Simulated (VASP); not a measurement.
Wanted: the native input for a VASP 6.6.1 run.

| Item | Value |
| --- | --- |
| Task | single point |
| Functional | PBEsol |
| Potentials or basis | VASP PAW PBE potentials, release 64 (Hf_pv, N) |
| Cutoff | 520 eV |
| k mesh | 9 × 9 × 5 |
| Occupations | methfessel-paxton, width 0.15 eV |
| Spin | no spin polarisation |
| Dipole correction | no |
| Further INCAR settings | ALGO = Normal; EDIFF = 1e-06; NBANDS = 23 |

The structure of HfN lies in POSCAR:

```
HfN
1.0
    3.1331298396      0.0000000000      0.0000000000
   -1.5665649198      2.7133700345      0.0000000000
    0.0000000000      0.0000000000      5.4092380157
Hf N
2 2
Direct
    0.6666666667      0.3333333333      0.7500000000
    0.3333333333      0.6666666667      0.2500000000
    0.0000000000      0.0000000000      0.0000000000
    0.0000000000      0.0000000000      0.5000000000
```

These files were run (other wordings do the same):

INCAR

```
SYSTEM = HfN
  PREC = Accurate
  ENCUT = 520
  EDIFF = 1E-6
  ISMEAR = 1
  SIGMA = 0.15
  LREAL = .False.
  LASPH = .True.
  NELM = 60
  ALGO = Normal
  ISIF = 2
  LWAVE = .False.
  LCHARG = .False.
  GGA = PS
  NBANDS = 23
```

KPOINTS

```
Automatic mesh
0
Gamma
  9 9 5
  0 0 0
```

Potentials or basis: VASP PAW PBE potentials, release 64 (Hf_pv, N).

Launch:

```console
$ cat potpaw_PBE.64/Hf_pv/POTCAR potpaw_PBE.64/N/POTCAR > POTCAR
$ mpirun -np 1 vasp_std > vasp.out
```

Results of the run:

```yaml
Pressure: -4.0 GPa
Band_gap_on_the_k_mesh: zero (bands 15 and 16 overlap by 1.66 eV)
```

Caveat: the cell stands under tension; the PAW data sets were made with another functional, which shifts forces and pressure a little; spin-orbit coupling is left out, which moves the levels of the heavy elements.

Wall time 45 s on 1 thread of Intel Xeon 8259CL (shared host), peak memory 0.18 GiB.
